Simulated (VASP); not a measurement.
Write the native input for VASP 6.6.1 that does the following.

- Task: single point
- Functional: PBE
- Potentials or basis: VASP PAW PBE potentials, release 64 (Li_sv)
- Cutoff: 520 eV
- k mesh: 10 × 10 × 10
- Occupations: fermi-dirac, width 0.1 eV
- Spin: no spin polarisation
- Dipole correction: no
- Further INCAR settings: ALGO = Normal; EDIFF = 1e-07; NBANDS = 10

The structure of Li lies in POSCAR:

```
Li
1.0
    0.0000000000      2.9149216553      2.9149216553
    2.9149216553      0.0000000000      2.9149216553
    2.9149216553      2.9149216553      0.0000000000
Li
2
Direct
    0.1250000000      0.1250000000      0.1250000000
    0.8750000000      0.8750000000      0.8750000000
```

This cell differs from its parent crystal: volume scaled by 0.96.

These files were run (other wordings do the same):

INCAR

```
SYSTEM = Li
PREC = Accurate ; ENCUT = 520
EDIFF = 1E-7 ; ISMEAR = -1
SIGMA = 0.1 ; LREAL = .False.
LASPH = .True. ; NELM = 60
ALGO = Normal ; ISIF = 2
LWAVE = .False. ; LCHARG = .True.
GGA = PE ; LELF = .True.
LVHAR = .True. ; NBANDS = 10
```

KPOINTS

```
regular mesh
0
Gamma
  10 10 10
  0 0 0
```

Potentials or basis: VASP PAW PBE potentials, release 64 (Li_sv).

Run with:

```bash
$ cat potpaw_PBE.64/Li_sv/POTCAR > POTCAR
$ mpirun -np 1 vasp_std > vasp.out
```

It gave:

| Property | Result |
| --- | --- |
| Band gap on the k mesh | zero (band 3 reaches 0.78 eV, above the bottom of band 4 at -0.02 eV) |

Wall time 13 s on 1 thread of AMD EPYC 9R45 96-Core Processor (Zen 5), on a shared host, peak memory 0.13 GiB.
